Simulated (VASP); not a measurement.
# Cu2O (Pn-3m) in VASP: single point with PBE0

Aim: the single point of Cu2O with PBE0.

Program: VASP 6.6.1. These are calculated values, not measurements. Logs are shortened: lines on timing, memory, paths and dates and some standing lists are left out, and cuts for length are marked.

**1. The cell of the first run**

It takes space group Pn-3m (No. 224, cubic). Conventional cell: a = 4.246 Å, b = 4.246 Å, c = 4.246 Å, α = 90.00°, β = 90.00°, γ = 90.00°. Within 2.4 Å of Cu (site symmetry -3m) lie 2 O at 1.84 Å. Within 2.4 Å of O (site symmetry -43m) lie 4 Cu at 1.84 Å.

**2. Single point, PBE0**

Contents of POSCAR:

```
Cu2O
1.0
    4.2460810752      0.0000000000      0.0000000000
    0.0000000000      4.2460810752      0.0000000000
    0.0000000000      0.0000000000      4.2460810752
Cu O
4 2
Direct
    0.2500000000      0.2500000000      0.2500000000
    0.2500000000      0.7500000000      0.7500000000
    0.7500000000      0.7500000000      0.2500000000
    0.7500000000      0.2500000000      0.7500000000
    0.0000000000      0.0000000000      0.0000000000
    0.5000000000      0.5000000000      0.5000000000
```

Contents of INCAR.step1:

```
PREC     = Accurate       # precision mode
ENCUT    = 520            # plane-wave cutoff, eV
EDIFF    = 1E-5           # SCF threshold, eV
ISMEAR   = 0              # smearing method
SIGMA    = 0.01           # smearing width, eV
LREAL    = F              # projectors in reciprocal space
LASPH    = T              # aspherical terms in the spheres
NELM     = 120            # most SCF steps
ALGO     = Normal         # electronic algorithm
ISIF     = 2              # what is computed and relaxed
LWAVE    = T              # write WAVECAR
LCHARG   = F              # write CHGCAR
NBANDS   = 37             # bands
GGA      = PE             # functional
GGA_COMPAT= F            
KPAR     = 4
```

Contents of INCAR.step2:

```
PREC     = Accurate       # precision mode
ENCUT    = 520            # plane-wave cutoff, eV
EDIFF    = 1E-6           # SCF threshold, eV
ISMEAR   = 0              # smearing method
SIGMA    = 0.01           # smearing width, eV
LREAL    = F              # projectors in reciprocal space
LASPH    = T              # aspherical terms in the spheres
NELM     = 120            # most SCF steps
ALGO     = Normal         # electronic algorithm
ISIF     = 2              # what is computed and relaxed
LWAVE    = F              # write WAVECAR
LCHARG   = F              # write CHGCAR
GGA      = PE             # functional
LHFCALC  = T              # exact exchange
AEXX     = 0.25           # exact-exchange fraction
PRECFOCK = Normal       
NBANDS   = 37             # bands
ISTART   = 1            
GGA_COMPAT= F            
KPAR     = 4
```

Contents of KPOINTS:

```
Automatic mesh
0
Gamma
  4 4 4
```

Potentials or basis: VASP PAW PBE potentials, release 64 (Cu, O).

The run is started by

```sh
cat potpaw_PBE.64/Cu/POTCAR potpaw_PBE.64/O/POTCAR > POTCAR
cp INCAR.step1 INCAR
mpirun -np 4 vasp_std > vasp.out
cp INCAR.step2 INCAR
mpirun -np 4 vasp_std > vasp.out
```

OUTCAR:

```text
PREC = Accurate
   ENCUT = 520
   EDIFF = 1E-6
   ISMEAR = 0
   LREAL = F
   LASPH = T
   NELM = 120
   ISIF = 2
   GGA = PE
   LHFCALC = T
   AEXX = 0.25
   PRECFOCK = Normal
   ISTART = 1

 ion  position               nearest neighbor table
   1  0.250  0.250  0.250-   5 1.84   6 1.84
   2  0.250  0.750  0.750-   5 1.84   6 1.84
   3  0.750  0.750  0.250-   5 1.84   6 1.84
   4  0.750  0.250  0.750-   5 1.84   6 1.84
   5  0.000  0.000  0.000-   1 1.84   2 1.84   3 1.84   4 1.84
   6  0.500  0.500  0.500-   1 1.84   2 1.84   3 1.84   4 1.84

  LATTYP: Found a simple cubic cell.
 ALAT       =     4.2460810752

  Lattice vectors:

 A1 = (   4.2460810752,   0.0000000000,   0.0000000000)
 A2 = (   0.0000000000,   4.2460810752,   0.0000000000)
 A3 = (   0.0000000000,   0.0000000000,   4.2460810752)

Analysis of symmetry for initial positions (statically):
=====================================================================
 Subroutine PRICEL returns:
 Original cell was already a primitive cell.

 Routine SETGRP: Setting up the symmetry group for a
 simple cubic supercell.

 Subroutine GETGRP returns: Found 48 space group operations
 (whereof 24 operations were pure point group operations)
 out of a pool of 48 trial point group operations.

The static configuration has the point symmetry T_d .
 The point group associated with its full space group is O_h .

Analysis of symmetry for dynamics (positions and initial velocities):
=====================================================================
 Subroutine PRICEL returns:
 Original cell was already a primitive cell.

 Routine SETGRP: Setting up the symmetry group for a
 simple cubic supercell.

 Subroutine GETGRP returns: Found 48 space group operations
 (whereof 24 operations were pure point group operations)
 out of a pool of 48 trial point group operations.

The dynamic configuration has the point symmetry T_d .
 The point group associated with its full space group is O_h .

 Subroutine INISYM returns: Found 48 space group operations
 (whereof 24 operations are pure point group operations),
 and found     1 'primitive' translations

----------------------------------------------------------------------------------------
[... 93 lines left out ...]
   ISYM   =      3    0-nonsym 1-usesym 2-fastsym
   POTIM  = 0.5000    time-step for ionic-motion
   TEBEG  =    0.0;   TEEND  =   0.0 temperature during run
   PSTRESS=    0.0 pullay stress
   NELECT =      56.0000    total number of electrons
   NUPDOWN=      -1.0000    fix difference up-down
   EMIN   =  10.00;   EMAX   =-10.00  energy-range for DOS
   EFERMI =   0.00;   METHOD = LEGACY
   ISMEAR =     0;   SIGMA  =   0.01  broadening in eV -4-tet -1-fermi 0-gaus
   EFERMI_NEDOS =   21; number of points for ismear=-14 and -15
   IALGO  =     38    algorithm
   IMIX   =      1    mixing-type and parameters
     AMIX     =   0.40;   BMIX     =  1.00
     AMIX_MAG =   1.60;   BMIX_MAG =  1.00
  volume/ion in A,a.u.               =      12.76        86.10
  Fermi-wavevector in a.u.,A,eV,Ry     =   1.475081  2.787499 29.604429  2.175864
  Thomas-Fermi vector in A             =   2.589774
   LORBIT       =      0    0 simple, 1 ext, 2 COOP (PROOUT), +10 PAW based schemes
   GGA     = PE    functional components
   LHFCALC =     T    Hartree Fock is set to
   PRECFOCK=normal    Normal, Fast or Accurate (Low or Medium for compatibility)
   ENCUT4O =  -1.0   cutoff for four orbital integrals eV
   NKREDX  =     1    reduce k-point grid by
   NKREDY  =     1    reduce k-point grid by
   NKREDZ  =     1    reduce k-point grid by
   AEXX    =    0.2500 exact exchange contribution
   HFSCREEN=    0.0000 screening length (either q_TF or 0.3 A-1)
   HFSCREENC=   0.0000 screening length for correlation (either q_TF or 0.3 A-1)
   ENCUTFOCK=  -1.0 apply spherical cutoff to Coloumb kernel
   IVDW    =     0    specifies the selected vdW correction
   LEPSILON=     F    determine dielectric tensor
   LRPA    =     F    only Hartree local field effects (RPA)
 non-spin polarized calculation
 Gauss-broadening in eV      SIGMA  =   0.01
  energy-cutoff  :      520.00
  volume of cell :       76.55
 maximum number of plane-waves:      2103
 NGX is ok and might be reduce to    32
  NGX = 24; NGY = 24; NGZ = 24

 number of electron      56.0000121 magnetization

 Free energy of the ion-electron system (eV)
  ---------------------------------------------------
  ext. energy  EPLUGINS =         0.00000000
  ---------------------------------------------------
  free energy    TOTEN  =       -33.63859116 eV

  energy without entropy =      -33.63859116  energy(sigma->0) =      -33.63859116

 E-fermi :   3.5554     XC(G=0):  -8.6627

 val. band max:        3.4896577879   @ k =   0.0000   0.0000   0.0000
 cond. band min:       6.3047705694   @ k =   0.0000   0.0000   0.0000
 fundamental gap:      2.8151127815
 Fermi energy:         3.5553914789

 k-point     1 :       0.0000    0.0000    0.0000
  band No.  band energies     occupation
      1     -18.3678      2.00000
      2     -17.5667      2.00000
      3      -4.3280      2.00000
      4      -4.3280      2.00000
      5      -4.3280      2.00000
      6      -1.6652      2.00000
[... 389 lines left out ...]
     36      14.3352      0.00000
     37      20.3031      0.00000

------------------------ aborting loop because EDIFF is reached ----------------------------------------

  FORCE on cell =-STRESS in cart. coord.  units (eV):
  Direction    XX          YY          ZZ          XY          YZ          ZX
  --------------------------------------------------------------------------------------
  -------------------------------------------------------------------------------------
  Total        1.7416208      1.7416208      1.7416208     -0.0000000     -0.0000000      0.0000000
  in kB       36.4501514     36.4501514     36.4501514     -0.0000000     -0.0000000      0.0000000
  external PRESSURE =      36.4501514 kB  Pullay stress =       0.0000000 kB

 VOLUME and BASIS-vectors are now :
 -----------------------------------------------------------------------------
  energy-cutoff  :      520.00
  volume of cell :       76.55
      direct lattice vectors                 reciprocal lattice vectors
     4.246081075  0.000000000  0.000000000     0.235511283  0.000000000  0.000000000
     0.000000000  4.246081075  0.000000000     0.000000000  0.235511283  0.000000000
     0.000000000  0.000000000  4.246081075     0.000000000  0.000000000  0.235511283

 POSITION                                       TOTAL-FORCE (eV/Angst)
 -----------------------------------------------------------------------------------
      1.06152      1.06152      1.06152         0.000000     -0.000000     -0.000000
      1.06152      3.18456      3.18456         0.000000     -0.000000     -0.000000
      3.18456      3.18456      1.06152        -0.000000      0.000000      0.000000
      3.18456      1.06152      3.18456         0.000000      0.000000      0.000000
      0.00000      0.00000      0.00000        -0.000000      0.000000     -0.000000
      2.12304      2.12304      2.12304        -0.000000      0.000000     -0.000000
 -----------------------------------------------------------------------------------
    total drift:                                0.000000     -0.000000     -0.000001

  FREE ENERGIE OF THE ION-ELECTRON SYSTEM (eV)
  ---------------------------------------------------
  free  energy   TOTEN  =       -33.6385911574 eV

  energy  without entropy=      -33.6385911574  energy(sigma->0) =      -33.63859116
```

OUTCAR.step1:

```text
PREC = Accurate
   ENCUT = 520
   EDIFF = 1E-5
   ISMEAR = 0
   LREAL = F
[... 622 lines left out ...]
      3.18456      3.18456      1.06152        -0.000000      0.000000      0.000000
      3.18456      1.06152      3.18456         0.000000      0.000000     -0.000000
      0.00000      0.00000      0.00000         0.000000      0.000000      0.000000
      2.12304      2.12304      2.12304         0.000000      0.000000      0.000000
 -----------------------------------------------------------------------------------
    total drift:                               -0.000000      0.000000      0.000000

  FREE ENERGIE OF THE ION-ELECTRON SYSTEM (eV)
  ---------------------------------------------------
  free  energy   TOTEN  =       -27.2189756437 eV

  energy  without entropy=      -27.2189756437  energy(sigma->0) =      -27.21897564
```

OSZICAR.step1:

```text
N       E                     dE             d eps       ncg     rms          rms(c)
DAV:   1     0.541479839441E+03    0.54148E+03   -0.25214E+04   740   0.239E+03
DAV:   2     0.598285667608E+02   -0.48165E+03   -0.45787E+03   750   0.450E+02
DAV:   3    -0.279979183640E+02   -0.87826E+02   -0.83417E+02   928   0.215E+02
DAV:   4    -0.333071568377E+02   -0.53092E+01   -0.52279E+01  1102   0.596E+01
DAV:   5    -0.333556213291E+02   -0.48464E-01   -0.48450E-01  1052   0.693E+00    0.185E+01
DAV:   6    -0.302931468106E+02    0.30625E+01   -0.50981E+01   959   0.133E+02    0.122E+01
DAV:   7    -0.271720370699E+02    0.31211E+01   -0.13472E+01   957   0.853E+01    0.312E+00
DAV:   8    -0.272472306810E+02   -0.75194E-01   -0.14703E+00   890   0.676E+00    0.163E+00
DAV:   9    -0.272257253432E+02    0.21505E-01   -0.84128E-02   994   0.386E+00    0.612E-01
DAV:  10    -0.272198517556E+02    0.58736E-02   -0.33949E-02  1002   0.277E+00    0.263E-01
DAV:  11    -0.272190295486E+02    0.82221E-03   -0.53688E-03  1180   0.838E-01    0.700E-02
DAV:  12    -0.272189691846E+02    0.60364E-04   -0.79227E-04   989   0.282E-01    0.173E-02
DAV:  13    -0.272189756437E+02   -0.64591E-05   -0.71313E-05   829   0.131E-01
   1 F= -.27218976E+02 E0= -.27218976E+02  d E =-.103905E-22
```

Wall time 17 min (4 MPI ranks of AMD EPYC 7R13 (Zen 3), shared host); peak memory 0.2 GiB.

What came out:

| Item | Value |
| --- | --- |
| Free energy | -33.6386 eV |
| Pressure | 3.6 GPa |
| Band gap on the k mesh | 2.82 eV |

Caveat: the cell stands under pressure; the PAW data sets were made with another functional, which shifts forces and pressure a little.
